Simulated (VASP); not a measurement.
Si4Ge2Ir: single point with PBE

The system is Si4Ge2Ir.

```
CELL_PARAMETERS angstrom
4.14897 0.00000 0.00000
0.00000 4.14897 0.00000
0.00000 0.00000 8.03513
ATOMIC_POSITIONS crystal
Si 0.00000 0.50000 0.94287
Si 0.50000 0.00000 0.94287
Si 0.00000 0.50000 0.28838
Si 0.50000 0.00000 0.28838
Ge 0.00000 0.00000 0.76888
Ge 0.00000 0.00000 0.46238
Ir 0.50000 0.50000 0.11562
```

The cell was generated, and may not be a known phase.

| Quantity | Value |
| --- | --- |
| Program | VASP 6.6.1 |
| Task | single point |
| Functional | PBE |
| Potentials or basis | VASP PAW PBE potentials, release 64 (Si, Ge_d, Ir) |
| Cutoff | 520 eV |
| k mesh | 4 × 4 × 3 |
| Occupations | gaussian, width 0.2 eV |
| Spin | no spin polarisation |
| Dipole correction | no |
| Further INCAR settings | ALGO = Normal; EDIFF = 1e-06; NBANDS = 36 |

```json
{
  "Pressure": "-0.1 GPa",
  "Largest force": "0.052 eV/Å",
  "Band gap on the k mesh": "zero (an odd number of electrons rules out a gap without spin polarisation)"
}
```

Forces on the atoms (eV/Å):
```
Si   0.000  0.000  0.022
Si   0.000  0.000  0.022
Si   0.000  0.000 -0.022
Si   0.000  0.000 -0.022
Ge   0.000  0.000 -0.052
Ge   0.000  0.000  0.052
Ir   0.000  0.000  0.001
```

Levels at points of the mesh, in eV from the Fermi level:
```csv
k point,band 23,band 24,band 25,band 26,band 27,band 28,band 29,band 30
"(0.00, 0.00, 0.00)",-2.75,-1.62,-1.34,-1.34,0.41,0.41,0.98,1.02
"(0.50, 0.00, 0.00)",-2.00,-1.56,-1.38,-0.86,-0.32,0.02,0.69,1.79
"(0.50, 0.50, 0.00)",-3.02,-3.02,-2.96,-2.51,0.13,2.19,2.95,2.95
```

Run time: 32 s on 1 thread of AMD EPYC 9R45 96-Core Processor (Zen 5), on a shared host, peak memory 0.23 GiB.

Caveat: the k points lie up to 0.38 Å⁻¹ apart, too coarse for converged energies and pressures of a metal; spin-orbit coupling is left out, which moves the levels of the heavy elements; an odd number of electrons without spin polarisation forces a metal; a magnetic or distorted state may lie lower.
